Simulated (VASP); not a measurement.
Write the native input for VASP 6.6.1 that does the following.

* Task: single point
* Functional: PBEsol
* Potentials or basis: VASP PAW PBE potentials, release 64 (Rb_sv)
* Cutoff: 520 eV
* k mesh: 6 × 6 × 6
* Occupations: fermi-dirac, width 0.1 eV
* Spin: no spin polarisation
* Dipole correction: no
* Further INCAR settings: ALGO = Normal; EDIFF = 1e-07; NBANDS = 16

The structure of Rb lies in POSCAR:

```
Rb
1.0
    0.0000000000      5.0053406720      5.0053406720
    5.0053406720      0.0000000000      5.0053406720
    5.0053406720      5.0053406720      0.0000000000
Rb
2
Direct
    0.1250000000      0.1250000000      0.1250000000
    0.8750000000      0.8750000000      0.8750000000
```

This isn't the form of Rb at room conditions, which is bcc.

The input as run:

INCAR

```
ALGO = Normal
EDIFF = 1E-7
ENCUT = 520
GGA = PS
ISIF = 2
ISMEAR = -1
LASPH = T
LCHARG = T
LELF = T
LREAL = F
LVHAR = T
LWAVE = F
NBANDS = 16
NELM = 100
PREC = Accurate
SIGMA = 0.1
```

KPOINTS

```
k-points
0
Gamma
  6 6 6
```

Potentials or basis: VASP PAW PBE potentials, release 64 (Rb_sv).

Launch:

```console
$ cat potpaw_PBE.64/Rb_sv/POTCAR > POTCAR
$ mpirun -np 1 vasp_std > vasp.out
```

Results of the run:

```
Pressure               : 0.0 GPa
Band gap on the k mesh : zero (bands 9 and 10 overlap by 0.19 eV)
```

Caveat: the PAW data sets were made with another functional, which shifts forces and pressure a little.

Run time: 88 s on 1 thread of Intel(R) Xeon(R) Platinum 8259CL CPU @ 2.50GHz (Skylake/Cascade Lake), with other jobs on the host, peak memory 0.39 GiB.
